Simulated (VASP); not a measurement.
# Ca (Fd-3m) in VASP: single point with PBEsol

Aim: the single point of Ca with PBEsol.

Program: VASP 6.6.1. These are calculated values, not measurements. Logs are shortened: lines on timing, memory, paths and dates and some standing lists are left out, and cuts for length are marked.

## Step 1: The cell of the first run

It takes space group Fd-3m (No. 227, cubic). The conventional cell has a = 8.423 Å, b = 8.423 Å, c = 8.423 Å, α = 90.00°, β = 90.00°, γ = 90.00°. Ca (site symmetry -43m) has 4 Ca at 3.65 Å within 4.8 Å.

This isn't the form of Ca at room conditions, which is fcc.

## Step 2: Single point, PBEsol

Input file POSCAR:

```
Ca
1.0
    0.0000000000      4.2113832702      4.2113832702
    4.2113832702      0.0000000000      4.2113832702
    4.2113832702      4.2113832702      0.0000000000
Ca
2
Direct
   -0.1250000000     -0.1250000000     -0.1250000000
    0.1250000000      0.1250000000      0.1250000000
```

Input file INCAR.step1:

```
PREC     = Accurate       # precision mode
ENCUT    = 520            # plane-wave cutoff, eV
EDIFF    = 1E-6           # SCF threshold, eV
ISMEAR   = -1             # smearing method
SIGMA    = 0.05           # smearing width, eV
LREAL    = False          # projectors in reciprocal space
LASPH    = True           # aspherical terms in the spheres
NELM     = 80             # most SCF steps
ALGO     = Normal         # electronic algorithm
ISIF     = 2              # what is computed and relaxed
LWAVE    = False          # write WAVECAR
LCHARG   = True           # write CHGCAR
GGA      = PS             # functional
NBANDS   = 17             # bands
```

Input file KPOINTS.step1:

```
Automatic mesh
0
Gamma
  9 9 9
```

Input file INCAR.step2:

```
PREC     = Accurate       # precision mode
ENCUT    = 520            # plane-wave cutoff, eV
EDIFF    = 1E-6           # SCF threshold, eV
ISMEAR   = -5             # smearing method
SIGMA    = 0.05           # smearing width, eV
LREAL    = False          # projectors in reciprocal space
LASPH    = True           # aspherical terms in the spheres
NELM     = 80             # most SCF steps
ALGO     = Normal         # electronic algorithm
ISIF     = 2              # what is computed and relaxed
LWAVE    = False          # write WAVECAR
LCHARG   = False          # write CHGCAR
GGA      = PS             # functional
LORBIT   = 11             # projections on sites
NBANDS   = 17             # bands
NEDOS    = 1001           # points of the DOS
ICHARG   = 11             # starting density
```

Input file KPOINTS.step2:

```
Automatic mesh
0
Gamma
  14 14 14
```

Potentials or basis: VASP PAW PBE potentials, release 64 (Ca_sv).

Run with:

```console
$ cat potpaw_PBE.64/Ca_sv/POTCAR > POTCAR
$ cp INCAR.step1 INCAR
$ cp KPOINTS.step1 KPOINTS
$ mpirun -np 1 vasp_std > vasp.out
$ cp INCAR.step2 INCAR
$ cp KPOINTS.step2 KPOINTS
$ mpirun -np 1 vasp_std > vasp.out
```

OUTCAR:

```text
PREC = Accurate
   ENCUT = 520
   EDIFF = 1E-6
   ISMEAR = -5
   LREAL = False
   LASPH = True
   NELM = 80
   ISIF = 2
   GGA = PS
   LORBIT = 11
   ICHARG = 11

 ion  position               nearest neighbor table
   1  0.875  0.875  0.875-
   2  0.125  0.125  0.125-

  LATTYP: Found a face centered cubic cell.
 ALAT       =     8.4227665404

  Lattice vectors:

 A1 = (   0.0000000000,   4.2113832702,   4.2113832702)
 A2 = (   4.2113832702,   0.0000000000,   4.2113832702)
 A3 = (   4.2113832702,   4.2113832702,   0.0000000000)

Analysis of symmetry for initial positions (statically):
=====================================================================
 Subroutine PRICEL returns:
 Original cell was already a primitive cell.

 Routine SETGRP: Setting up the symmetry group for a
 face centered cubic supercell.

 Subroutine GETGRP returns: Found 48 space group operations
 (whereof 12 operations were pure point group operations)
 out of a pool of 48 trial point group operations.

The static configuration has the point symmetry D_3d.
 The point group associated with its full space group is O_h .

Analysis of symmetry for dynamics (positions and initial velocities):
=====================================================================
 Subroutine PRICEL returns:
 Original cell was already a primitive cell.

 Routine SETGRP: Setting up the symmetry group for a
 face centered cubic supercell.

 Subroutine GETGRP returns: Found 48 space group operations
 (whereof 12 operations were pure point group operations)
 out of a pool of 48 trial point group operations.

The dynamic configuration has the point symmetry D_3d.
 The point group associated with its full space group is O_h .

 Subroutine INISYM returns: Found 48 space group operations
 (whereof 12 operations are pure point group operations),
 and found     1 'primitive' translations

----------------------------------------------------------------------------------------

                                     Primitive cell

  volume of cell :     149.3841

  direct lattice vectors                    reciprocal lattice vectors
     0.000000000  4.211383270  4.211383270    -0.118725836  0.118725836  0.118725836
[... 85 lines left out ...]
   LASPH  =      T    aspherical Exc in radial PAW
   ENCUT  =  520.0 eV  38.22 Ry    6.18 a.u.  11.07 11.07 11.07*2*pi/ulx,y,z
   NELM   =     80;   NELMIN=  2; NELMDL=  0     # of ELM steps
   EDIFF  = 0.1E-05   stopping-criterion for ELM
   LREAL  =      F    real-space projection
   EDIFFG = 0.1E-04   stopping-criterion for IOM
   NSW    =      0    number of steps for IOM
   IBRION =     -1    ionic relax: 0-MD 1-quasi-New 2-CG
   NFREE  =      0    steps in history (QN), initial steepest desc. (CG)
   ISIF   =      2    stress and relaxation
   ISYM   =      2    0-nonsym 1-usesym 2-fastsym
   POTIM  = 0.5000    time-step for ionic-motion
   TEBEG  =    0.0;   TEEND  =   0.0 temperature during run
   PSTRESS=    0.0 pullay stress
   NELECT =      20.0000    total number of electrons
   NUPDOWN=      -1.0000    fix difference up-down
   EMIN   =  10.00;   EMAX   =-10.00  energy-range for DOS
   EFERMI =   0.00;   METHOD = LEGACY
   ISMEAR =    -5;   SIGMA  =   0.05  broadening in eV -4-tet -1-fermi 0-gaus
   EFERMI_NEDOS =   21; number of points for ismear=-14 and -15
   IALGO  =     38    algorithm
   IMIX   =      4    mixing-type and parameters
     AMIX     =   0.40;   BMIX     =  1.00
     AMIX_MAG =   1.60;   BMIX_MAG =  1.00
  volume/ion in A,a.u.               =      74.69       504.05
  Fermi-wavevector in a.u.,A,eV,Ry     =   0.837497  1.582640  9.543149  0.701402
  Thomas-Fermi vector in A             =   1.951397
   LORBIT       =     11    0 simple, 1 ext, 2 COOP (PROOUT), +10 PAW based schemes
   GGA     = PS    functional components
   LHFCALC =     F    Hartree Fock is set to
   AEXX    =    0.0000 exact exchange contribution
   IVDW    =     0    specifies the selected vdW correction
   LEPSILON=     F    determine dielectric tensor
   LRPA    =     F    only Hartree local field effects (RPA)
 non-spin polarized calculation
 Fermi weights with tetrahedron method with Bloechl corrections
  energy-cutoff  :      520.00
  volume of cell :      149.38
 maximum number of plane-waves:      4049
 NGX is ok and might be reduce to    48

 number of electron      20.0000001 magnetization

 Free energy of the ion-electron system (eV)
  ---------------------------------------------------
  ext. energy  EPLUGINS =         0.00000000
  ---------------------------------------------------
  free energy    TOTEN  =        -2.04926993 eV

  energy without entropy =       -2.04926993  energy(sigma->0) =       -2.04926993

 E-fermi :   0.0159     XC(G=0):  -6.0571

 val. band max:        0.0258600872   @ k =  -0.3571   0.5000   0.1429
 cond. band min:      -0.0067688543   @ k =  -0.2143   0.3571   0.1429
 fundamental gap:     -0.0326289415
 Fermi energy:         0.0158885895

 k-point     1 :       0.0000    0.0000    0.0000
  band No.  band energies     occupation
      1     -42.9551      2.00000
      2     -42.9331      2.00000
      3     -24.0195      2.00000
      4     -24.0195      2.00000
      5     -24.0195      2.00000
      6     -23.9450      2.00000
[... 457 lines left out ...]
      4     -24.0255      2.00000
      5     -24.0123      2.00000
      6     -23.9527      2.00000
[... 9 lines left out ...]
     16       1.4819      0.00000
     17       1.5157      0.00000

 [... further k-points ...]
[... 5 lines left out ...]
  --------------------------------------------------------------------------------------
  -------------------------------------------------------------------------------------
  Total       -0.0444239     -0.0444239     -0.0444239     -0.0000000     -0.0000000      0.0000000
  in kB       -0.4764565     -0.4764565     -0.4764565     -0.0000000     -0.0000000      0.0000000
  external PRESSURE =      -0.4764565 kB  Pullay stress =       0.0000000 kB

 VOLUME and BASIS-vectors are now :
 -----------------------------------------------------------------------------
  energy-cutoff  :      520.00
  volume of cell :      149.38
      direct lattice vectors                 reciprocal lattice vectors
     0.000000000  4.211383270  4.211383270    -0.118725836  0.118725836  0.118725836
     4.211383270  0.000000000  4.211383270     0.118725836 -0.118725836  0.118725836
     4.211383270  4.211383270  0.000000000     0.118725836  0.118725836 -0.118725836

 POSITION                                       TOTAL-FORCE (eV/Angst)
 -----------------------------------------------------------------------------------
      7.36992      7.36992      7.36992        -0.000000     -0.000000     -0.000000
      1.05285      1.05285      1.05285         0.000000      0.000000      0.000000
 -----------------------------------------------------------------------------------
    total drift:                                0.000000      0.000000      0.000000

  FREE ENERGIE OF THE ION-ELECTRON SYSTEM (eV)
  ---------------------------------------------------
  free  energy   TOTEN  =        -2.0492699339 eV

  energy  without entropy=       -2.0492699339  energy(sigma->0) =       -2.04926993

 total charge

# of ion       s       p       d       tot
------------------------------------------
    1        2.121   5.818   0.100   8.038
    2        2.121   5.818   0.100   8.038
--------------------------------------------------
tot          4.241  11.636   0.199  16.077
```

OUTCAR.step1:

```text
PREC = Accurate
   ENCUT = 520
   EDIFF = 1E-6
   ISMEAR = -1
   LREAL = False
[... 704 lines left out ...]
      7.36992      7.36992      7.36992         0.000000      0.000000      0.000000
      1.05285      1.05285      1.05285        -0.000000     -0.000000     -0.000000
 -----------------------------------------------------------------------------------
    total drift:                                0.000000      0.000000      0.000000

  FREE ENERGIE OF THE ION-ELECTRON SYSTEM (eV)
  ---------------------------------------------------
  free  energy   TOTEN  =        -2.0637147522 eV

  energy  without entropy=       -2.0346768076  energy(sigma->0) =       -2.04919578
```

OSZICAR.step1:

```text
N       E                     dE             d eps       ncg     rms          rms(c)
DAV:   1     0.151350460315E+03    0.15135E+03   -0.96906E+03  1278   0.966E+02
DAV:   2     0.725357701340E+01   -0.14410E+03   -0.14270E+03  1424   0.282E+02
DAV:   3    -0.164478787804E+01   -0.88984E+01   -0.87915E+01  2330   0.469E+01
DAV:   4    -0.203035989418E+01   -0.38557E+00   -0.38404E+00  1552   0.104E+01
DAV:   5    -0.205460855187E+01   -0.24249E-01   -0.24221E-01  2000   0.176E+00    0.214E+00
DAV:   6    -0.205770210317E+01   -0.30936E-02   -0.15522E-02  1623   0.102E+00    0.130E+00
DAV:   7    -0.206371406156E+01   -0.60120E-02   -0.21432E-02  1458   0.137E+00    0.895E-02
DAV:   8    -0.206359966332E+01    0.11440E-03   -0.15293E-03  1820   0.262E-01    0.343E-02
DAV:   9    -0.206371877363E+01   -0.11911E-03   -0.33945E-04  1922   0.728E-02    0.128E-02
DAV:  10    -0.206371573906E+01    0.30346E-05   -0.38992E-05  1572   0.463E-02    0.353E-03
DAV:  11    -0.206371475219E+01    0.98687E-06   -0.32174E-06  1428   0.108E-02
   1 F= -.20637148E+01 E0= -.20491958E+01  d E =-.290379E-01
```

It took 3.1 min on 1 thread of AMD EPYC 9R14 (Zen 4), shared host; peak memory 0.41 GiB.

What came out:

- Valence electrons inside the program's atomic spheres: Ca 8.04

Caveat: the PAW data sets were made with another functional, which shifts forces and pressure a little.
